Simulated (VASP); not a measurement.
Set up this calculation in VASP 6.6.1, as the native input.

```
Task                   : single point
Functional             : PBE
Potentials or basis    : VASP PAW PBE potentials, release 64 (Te, Sn_d)
Cutoff                 : 520 eV
k mesh                 : 6 × 6 × 6
Occupations            : fermi-dirac, width 0.05 eV
Spin                   : no spin polarisation
Dipole correction      : no
Further INCAR settings : ALGO = Normal; EDIFF = 1e-06; NBANDS = 32
```

The structure of Sn3Te lies in POSCAR:

```
Sn3Te
1.0
    4.8978456013      0.0000000000      0.0000000000
    0.0000000000      4.8978456013      0.0000000000
    0.0000000000      0.0000000000      4.8978456013
Te Sn
1 3
Direct
    0.0000000000      0.0000000000      0.0000000000
    0.0000000000      0.5000000000      0.5000000000
    0.5000000000      0.0000000000      0.5000000000
    0.5000000000      0.5000000000      0.0000000000
```

The input as run:

INCAR

```
SYSTEM = Sn3Te
  ALGO = Normal
  EDIFF = 1E-6
  ENCUT = 520
  GGA = PE
  ISIF = 2
  ISMEAR = -1
  LASPH = .TRUE.
  LCHARG = .FALSE.
  LREAL = .FALSE.
  LWAVE = .FALSE.
  NBANDS = 32
  NELM = 100
  PREC = Accurate
  SIGMA = 0.05
```

KPOINTS

```
k-points
0
G
  6 6 6
  0 0 0
```

Potentials or basis: VASP PAW PBE potentials, release 64 (Te, Sn_d).

Run with:

```sh
$ cat potpaw_PBE.64/Te/POTCAR potpaw_PBE.64/Sn_d/POTCAR > POTCAR
$ mpirun -np 1 vasp_std > vasp.out
```

Results of the run:

The pressure is -0.6 GPa and the band gap on the k mesh is zero (band 24 reaches 10.16 eV, above the bottom of band 25 at 7.10 eV).

Caveat: spin-orbit coupling is left out, which moves the levels of the heavy elements.

Wall time 62 s on 1 thread of AMD EPYC 7R43 64-Core Processor (Zen 3), with other jobs on the host, peak memory 0.2 GiB.
